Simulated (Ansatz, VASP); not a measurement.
# Two plane-wave programs on EuBe3

File INCAR:

```
SYSTEM = EuBe3
  PREC = Accurate
  ENCUT = 600
  EDIFF = 1E-6
  ISMEAR = 0
  SIGMA = 0.1
  LREAL = .False.
  LASPH = .True.
  NELM = 150
  ALGO = Normal
  ISIF = 3
  LWAVE = .False.
  LCHARG = .False.
  ISPIN = 2
  MAGMOM = 7 0 0 0
  LORBIT = 11
  LMAXMIX = 6
  GGA = PE
  IBRION = 2
  NSW = 90
  EDIFFG = -0.04
```

Contents of KPOINTS:

```
regular mesh
0
Gamma
  6 6 6
  0 0 0
```

POSCAR

```
EuBe3
1.0
    3.7137152000      0.0000000000      0.0000000000
    0.0000000000      3.7137152000      0.0000000000
    0.0000000000      0.0000000000      3.7137152000
Eu Be
1 3
Direct
    0.0000000000      0.0000000000      0.0000000000
    0.5000000000      0.0000000000      0.5000000000
    0.0000000000      0.5000000000      0.5000000000
    0.5000000000      0.5000000000      0.0000000000
```

Input for Ansatz:

```yaml
crystal:
  lattice:
    - [3.7137152, 0.0, 0.0]
    - [0.0, 3.7137152, 0.0]
    - [0.0, 0.0, 3.7137152]
  atoms:
    - { symbol: Eu, position: [0.0, 0.0, 0.0], spin: 7.0 }
    - { symbol: Be, position: [0.5, 0.0, 0.5] }
    - { symbol: Be, position: [0.0, 0.5, 0.5] }
    - { symbol: Be, position: [0.5, 0.5, 0.0] }
basis:
  ecutwfc: 420
kpoints:
  mp_grid: { grid: [6, 6, 6] }
hamiltonian:
  xc: pbe
scf:
  occupations: { method: gaussian, width: 0.1 }
  lower_state_search: "off"
output:
  forces: true
  stress: true
  eigenvalues: true
  populations: true
magnetization:
  spin_polarized: true
relax:
  adjacent_minimum: "off"
  f_tol: 0.04
  max_steps: 70
  cell: { stress_tol: 0.4 }
```

Change from the starting cell: species swapped into the HoPd3 type (Pm-3m, No. 221).

Alike in both runs: task relaxation of cell and atoms; functional PBE; k mesh 6 × 6 × 6; occupations gaussian, width 0.1 eV; collinear spin.

```csv
,VASP,Ansatz
version,VASP 6.6.1,Ansatz 0.2.0
potentials or method,"VASP PAW PBE potentials, release 64 (Eu, Be), cutoff 600 eV","scalar-relativistic, plane waves, PAW"
valence electrons in the cell,23,23
```

VASP gave:

* gap on the k mesh at the Fermi level, each at its own relaxed structure (eV): none
* net moment per atom (μB): 1.91
* size of the moment on the site where the two differ most (μB): 6.51
* relaxed volume (Å³/atom): 16.49
* relaxed length of the cell vector where the two differ most in proportion (Å): 4.041

Estimate Ansatz's values.

gap on the k mesh at the Fermi level, each at its own relaxed structure (eV): none; net moment per atom (μB): 1.91; size of the moment on the site where the two differ most (μB): 6.59; relaxed volume (Å³/atom): 16.51; relaxed length of the cell vector where the two differ most in proportion (Å): 4.042.

Site moments also hang on the region over which each program counts them. A gap of «none» marks a metal or a gap that the smearing closes.

Spin-orbit coupling is off throughout. Noted on VASP's run: the volume moved by over 15 % at a fixed basis, so the end points are rough.
